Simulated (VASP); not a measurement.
# Ca (I4/mmm) in VASP: notebook, part 2 of 2

VASP 6.6.1.

## (4) Single point, PBE (strain -0.015 along x and y, +0.015 along z)

Contents of INCAR:

```
  PREC = Accurate
  ENCUT = 520
  EDIFF = 1E-6
  ISMEAR = 0
  SIGMA = 0.15
  LREAL = False
  LASPH = True
  NELM = 100
  ALGO = Fast
  ISIF = 2
  LWAVE = False
  LCHARG = False
  GGA = PE
  NBANDS = 11
```

Contents of KPOINTS:

```
Automatic mesh
0
Gamma
  14 14 14
```

Contents of POSCAR:

```
Ca
1.0
    0.0000000000      2.7522870000      2.8361130000
    2.7522870000      0.0000000000      2.8361130000
    2.7522870000      2.7522870000      0.0000000000
Ca
1
Direct
    0.0000000000      0.0000000000      0.0000000000
```

Potentials or basis: VASP PAW PBE potentials, release 64 (Ca_sv).

Command:

```
cat potpaw_PBE.64/Ca_sv/POTCAR > POTCAR
mpirun -np 1 vasp_std > vasp.out
```

OUTCAR:

```text
PREC = Accurate
   ENCUT = 520
   EDIFF = 1E-6
   ISMEAR = 0
   LREAL = False
   LASPH = True
   NELM = 100
   ISIF = 2
   GGA = PE

 ion  position               nearest neighbor table
   1  0.000  0.000  0.000-

  LATTYP: Found a body centered tetragonal cell.
 ALAT       =     3.8923216029
 C/A-ratio  =     1.4572860567

  Lattice vectors:

 A1 = (  -2.7522870000,   0.0000000000,   2.8361130000)
 A2 = (   2.7522870000,   0.0000000000,   2.8361130000)
 A3 = (   0.0000000000,   2.7522870000,  -2.8361130000)

Analysis of symmetry for initial positions (statically):
=====================================================================
 Subroutine PRICEL returns:
 Original cell was already a primitive cell.

 Routine SETGRP: Setting up the symmetry group for a
 body centered tetragonal supercell.

 Subroutine GETGRP returns: Found 16 space group operations
 (whereof 16 operations were pure point group operations)
 out of a pool of 16 trial point group operations.

The static configuration has the point symmetry D_4h.

Analysis of symmetry for dynamics (positions and initial velocities):
=====================================================================
 Subroutine PRICEL returns:
 Original cell was already a primitive cell.

 Routine SETGRP: Setting up the symmetry group for a
 body centered tetragonal supercell.

 Subroutine GETGRP returns: Found 16 space group operations
 (whereof 16 operations were pure point group operations)
 out of a pool of 16 trial point group operations.

The dynamic configuration has the point symmetry D_4h.

 Subroutine INISYM returns: Found 16 space group operations
 (whereof 16 operations are pure point group operations),
 and found     1 'primitive' translations

----------------------------------------------------------------------------------------

                                     Primitive cell

  volume of cell :      42.9676

[... 112 lines left out ...]
   LHFCALC =     F    Hartree Fock is set to
   AEXX    =    0.0000 exact exchange contribution
   IVDW    =     0    specifies the selected vdW correction
   LEPSILON=     F    determine dielectric tensor
   LRPA    =     F    only Hartree local field effects (RPA)
 non-spin polarized calculation
 RMM-DIIS sequential band-by-band and
 Gauss-broadening in eV      SIGMA  =   0.15
  energy-cutoff  :      520.00
  volume of cell :       42.97
 maximum number of plane-waves:      1179
 NGX is ok and might be reduce to    30
   NGX = 15   NGY = 15   NGZ = 15

 number of electron      10.0000000 magnetization

 number of electron       9.9999999 magnetization

 Free energy of the ion-electron system (eV)
  ---------------------------------------------------
  ext. energy  EPLUGINS =         0.00000000
  ---------------------------------------------------
  free energy    TOTEN  =        -1.93622534 eV

  energy without entropy =       -1.92134161  energy(sigma->0) =       -1.92878348

 E-fermi :   1.8876     XC(G=0):  -7.6801

 val. band max:        1.8758069609   @ k =  -0.2857   0.3571   0.2143
 cond. band min:       1.8879667773   @ k =  -0.2143   0.4286   0.3571
 fundamental gap:      0.0121598164
 Fermi energy:         1.8875927592

 k-point     1 :       0.0000    0.0000    0.0000
  band No.  band energies     occupation
      1     -40.1699      2.00000
      2     -21.0907      2.00000
      3     -21.0882      2.00000
      4     -21.0882      2.00000
      5      -2.1042      2.00000
      6       4.1149      0.00000
      7       4.2492      0.00000
      8       4.2492      0.00000
      9       5.1577      0.00000
     10       5.3334      0.00000
     11      10.9372      0.00000
[... 309 lines left out ...]
 k-point    24 :       0.2857    0.1429    0.0000
  band No.  band energies     occupation
      1     -40.1629      2.00000
      2     -21.1521      2.00000
      3     -21.1059      2.00000
      4     -21.1042      2.00000
      5      -0.9387      2.00000
      6       3.2582      0.00000
      7       4.0929      0.00000
      8       4.5797      0.00000
      9       4.9423      0.00000
     10       5.5738      0.00000
     11       9.5237      0.00000

 [... further k-points ...]

------------------------ aborting loop because EDIFF is reached ----------------------------------------

  FORCE on cell =-STRESS in cart. coord.  units (eV):
  Direction    XX          YY          ZZ          XY          YZ          ZX
  --------------------------------------------------------------------------------------
  -------------------------------------------------------------------------------------
  Total       -0.0585940     -0.0585940     -0.1306754      0.0000000      0.0000000      0.0000000
  in kB       -2.1848556     -2.1848556     -4.8726319      0.0000000      0.0000000      0.0000000
  external PRESSURE =      -3.0807810 kB  Pullay stress =       0.0000000 kB

 VOLUME and BASIS-vectors are now :
 -----------------------------------------------------------------------------
  energy-cutoff  :      520.00
  volume of cell :       42.97
      direct lattice vectors                 reciprocal lattice vectors
     0.000000000  2.752287000  2.836113000    -0.181667101  0.181667101  0.176297630
     2.752287000  0.000000000  2.836113000     0.181667101 -0.181667101  0.176297630
     2.752287000  2.752287000  0.000000000     0.181667101  0.181667101 -0.176297630

 POSITION                                       TOTAL-FORCE (eV/Angst)
 -----------------------------------------------------------------------------------
      0.00000      0.00000      0.00000         0.000000     -0.000000      0.000000
 -----------------------------------------------------------------------------------
    total drift:                               -0.000000     -0.000000      0.000000

  FREE ENERGIE OF THE ION-ELECTRON SYSTEM (eV)
  ---------------------------------------------------
  free  energy   TOTEN  =        -1.9362253391 eV

  energy  without entropy=       -1.9213416141  energy(sigma->0) =       -1.92878348
```

OSZICAR:

```text
N       E                     dE             d eps       ncg     rms          rms(c)
DAV:   1     0.666486180461E+02    0.66649E+02   -0.49861E+03  5376   0.818E+02
DAV:   2    -0.345940694188E+00   -0.66995E+02   -0.66363E+02  5860   0.208E+02
DAV:   3    -0.186747511370E+01   -0.15215E+01   -0.15002E+01  7951   0.308E+01
DAV:   4    -0.194384017433E+01   -0.76365E-01   -0.75966E-01  7096   0.526E+00
DAV:   5    -0.194540054846E+01   -0.15604E-02   -0.15601E-02  7680   0.636E-01    0.221E+00
RMM:   6    -0.193831337763E+01    0.70872E-02   -0.90020E-03  5707   0.106E+00    0.138E+00
RMM:   7    -0.193641753976E+01    0.18958E-02   -0.20841E-02  6312   0.182E+00    0.113E-01
RMM:   8    -0.193607743764E+01    0.34010E-03   -0.48636E-03  6334   0.835E-01    0.280E-02
RMM:   9    -0.193618607414E+01   -0.10864E-03   -0.13075E-03  7752   0.397E-01    0.257E-02
RMM:  10    -0.193621721070E+01   -0.31137E-04   -0.23364E-04  8179   0.145E-01    0.107E-02
RMM:  11    -0.193622416956E+01   -0.69589E-05   -0.67647E-05  8408   0.615E-02    0.141E-02
RMM:  12    -0.193622750313E+01   -0.33336E-05   -0.86213E-06  7443   0.294E-02    0.141E-02
RMM:  13    -0.193622495158E+01    0.25516E-05   -0.60438E-06  6655   0.175E-02    0.198E-03
RMM:  14    -0.193622533914E+01   -0.38756E-06   -0.14442E-06  5076   0.797E-03
   1 F= -.19362253E+01 E0= -.19287835E+01  d E =-.148837E-01
```

stdout:

```text
POSCAR found type information on POSCAR Ca
 POSCAR found :  1 types and       1 ions
 scaLAPACK will be used
 LDA part: xc-table for (Slater+PW92), standard interpolation
 POSCAR, INCAR and KPOINTS ok, starting setup
 FFT: planning ... GRIDC
 FFT: planning ... GRID_SOFT
 FFT: planning ... GRID
 WAVECAR not read
 entering main loop
WARNING in EDDRMM: call to ZHEGV failed, returncode =   8  4      5
WARNING in EDDRMM: call to ZHEGV failed, returncode =   6  3      9
WARNING in EDDRMM: call to ZHEGV failed, returncode =   6  3      5
```

It took 2 min on 1 thread of Intel Xeon Platinum 8488C (Sapphire Rapids), shared host; peak memory 0.25 GiB.

What came out:

| Property | Result |
| --- | --- |
| Free energy | -1.9362 eV |
| Pressure | -0.3 GPa |
| Band gap on the k mesh | zero (band 5 reaches 2.07 eV, above the bottom of band 6 at 1.72 eV) |

Stress tensor (GPa, compression positive):
```
-0.22  0.00  0.00
 0.00 -0.22  0.00
 0.00  0.00 -0.49
```

Levels at points of the mesh, in eV from the Fermi level:
```csv
k point,band 2,band 3,band 4,band 5,band 6,band 7,band 8,band 9
"(0.00, 0.00, 0.00)",-22.98,-22.98,-22.98,-3.99,2.23,2.36,2.36,3.27
"(0.50, 0.00, 0.00)",-23.11,-23.00,-22.99,-0.98,-0.17,2.12,2.28,4.00
"(0.50, 0.50, 0.00)",-23.10,-23.02,-23.02,-0.50,0.63,0.75,4.03,4.21
"(0.50, 0.00, 0.50)",-23.10,-23.03,-23.02,-0.41,0.57,1.03,4.01,4.15
```

Caveat: the cell differs from its parent crystal (strain -0.015 along x and y, +0.015 along z).

## (5) Single point, PBE (strain -0.015 along x and y, +0.030 along z)

Contents of INCAR:

```
SYSTEM = Ca
PREC = Accurate
ENCUT = 520
EDIFF = 1E-6
ISMEAR = 0
SIGMA = 0.15
LREAL = .FALSE.
LASPH = .TRUE.
NELM = 60
ALGO = Fast
ISIF = 2
LWAVE = .FALSE.
LCHARG = .FALSE.
GGA = PE
NBANDS = 11
```

Contents of KPOINTS:

```
regular mesh
0
G
  14 14 14
  0 0 0
```

Contents of POSCAR:

```
Ca
1.0
    0.0000000000      2.7522870000      2.8780260000
    2.7522870000      0.0000000000      2.8780260000
    2.7522870000      2.7522870000      0.0000000000
Ca
1
Direct
    0.0000000000      0.0000000000      0.0000000000
```

Potentials or basis: VASP PAW PBE potentials, release 64 (Ca_sv).

Command:

```
cat potpaw_PBE.64/Ca_sv/POTCAR > POTCAR
mpirun -np 1 vasp_std > vasp.out
```

OUTCAR:

```text
SYSTEM = Ca
   PREC = Accurate
   ENCUT = 520
   EDIFF = 1E-6
   ISMEAR = 0
   LREAL = .FALSE.
   LASPH = .TRUE.
   NELM = 60
   ISIF = 2
   GGA = PE

 ion  position               nearest neighbor table
   1  0.000  0.000  0.000-

  LATTYP: Found a body centered tetragonal cell.
 ALAT       =     3.8923216029
 C/A-ratio  =     1.4788223038

  Lattice vectors:

 A1 = (  -2.7522870000,   0.0000000000,   2.8780260000)
 A2 = (   2.7522870000,   0.0000000000,   2.8780260000)
 A3 = (   0.0000000000,   2.7522870000,  -2.8780260000)
[... 519 lines left out ...]

 [... further k-points ...]

------------------------ aborting loop because EDIFF is reached ----------------------------------------

  FORCE on cell =-STRESS in cart. coord.  units (eV):
  Direction    XX          YY          ZZ          XY          YZ          ZX
  --------------------------------------------------------------------------------------
  -------------------------------------------------------------------------------------
  Total       -0.1092264     -0.1092264     -0.2245520      0.0000000      0.0000000      0.0000000
  in kB       -4.0135271     -4.0135271     -8.2511670      0.0000000      0.0000000      0.0000000
  external PRESSURE =      -5.4260738 kB  Pullay stress =       0.0000000 kB

 VOLUME and BASIS-vectors are now :
 -----------------------------------------------------------------------------
  energy-cutoff  :      520.00
  volume of cell :       43.60
      direct lattice vectors                 reciprocal lattice vectors
     0.000000000  2.752287000  2.878026000    -0.181667101  0.181667101  0.173730189
     2.752287000  0.000000000  2.878026000     0.181667101 -0.181667101  0.173730189
     2.752287000  2.752287000  0.000000000     0.181667101  0.181667101 -0.173730189

 POSITION                                       TOTAL-FORCE (eV/Angst)
 -----------------------------------------------------------------------------------
      0.00000      0.00000      0.00000         0.000000      0.000000      0.000000
 -----------------------------------------------------------------------------------
    total drift:                               -0.000000     -0.000000      0.000000

  FREE ENERGIE OF THE ION-ELECTRON SYSTEM (eV)
  ---------------------------------------------------
  free  energy   TOTEN  =        -1.9337706373 eV

  energy  without entropy=       -1.9187580602  energy(sigma->0) =       -1.92626435
```

OSZICAR:

```text
N       E                     dE             d eps       ncg     rms          rms(c)
DAV:   1     0.666684277623E+02    0.66668E+02   -0.49520E+03  5376   0.813E+02
DAV:   2    -0.362434274968E+00   -0.67031E+02   -0.66429E+02  5899   0.208E+02
DAV:   3    -0.187799097206E+01   -0.15156E+01   -0.14991E+01  8085   0.306E+01
DAV:   4    -0.194051345594E+01   -0.62522E-01   -0.62346E-01  7078   0.494E+00
DAV:   5    -0.194194419024E+01   -0.14307E-02   -0.14305E-02  7559   0.607E-01    0.223E+00
RMM:   6    -0.193553802200E+01    0.64062E-02   -0.89360E-03  5738   0.106E+00    0.138E+00
RMM:   7    -0.193396001892E+01    0.15780E-02   -0.20953E-02  6261   0.183E+00    0.113E-01
RMM:   8    -0.193362711863E+01    0.33290E-03   -0.48569E-03  6354   0.835E-01    0.282E-02
RMM:   9    -0.193373254188E+01   -0.10542E-03   -0.12789E-03  7774   0.396E-01    0.255E-02
RMM:  10    -0.193376282171E+01   -0.30280E-04   -0.22645E-04  8247   0.145E-01    0.116E-02
RMM:  11    -0.193376953266E+01   -0.67110E-05   -0.65641E-05  8415   0.613E-02    0.142E-02
RMM:  12    -0.193377259555E+01   -0.30629E-05   -0.83013E-06  7571   0.294E-02    0.132E-02
RMM:  13    -0.193377029148E+01    0.23041E-05   -0.57400E-06  6633   0.166E-02    0.169E-03
RMM:  14    -0.193377063727E+01   -0.34579E-06   -0.14447E-06  5056   0.774E-03
   1 F= -.19337706E+01 E0= -.19262643E+01  d E =-.150126E-01
```

It took 1.9 min on 1 thread of Intel Xeon Platinum 8488C (Sapphire Rapids), shared host; peak memory 0.25 GiB.

Results:

```
Free energy            : -1.9338 eV
Pressure               : -0.5 GPa
Band gap on the k mesh : zero (band 5 reaches 2.03 eV, above the bottom of band 6 at 1.65 eV)
```

Caveat: the cell differs from its parent crystal (strain -0.015 along x and y, +0.030 along z).

## (6) Overview

```csv
cell,gap on the mesh (eV),pressure (GPa)
"a = 3.922, b = 3.922, c = 3.892 Å, angles 60.3, 60.3, 59.5°, 1 atom",none,0.0
"a = 3.922, b = 3.922, c = 3.952 Å, angles 59.8, 59.8, 60.5°, 1 atom",none,-0.3
"a = 3.952, b = 3.952, c = 3.892 Å, angles 60.5, 60.5, 59.0°, 1 atom",none,-0.3
"a = 3.982, b = 3.982, c = 3.892 Å, angles 60.7, 60.7, 58.5°, 1 atom",none,-0.5
```

Alike in all rows: task single point; level PBE; potentials or basis VASP PAW PBE potentials, release 64 (Ca_sv); no spin polarisation; k mesh 14 × 14 × 14; cutoff (eV) 520; smearing gaussian 0.15 eV.

Total energies depend on the potentials used, so only differences within one code and one set of settings carry meaning.
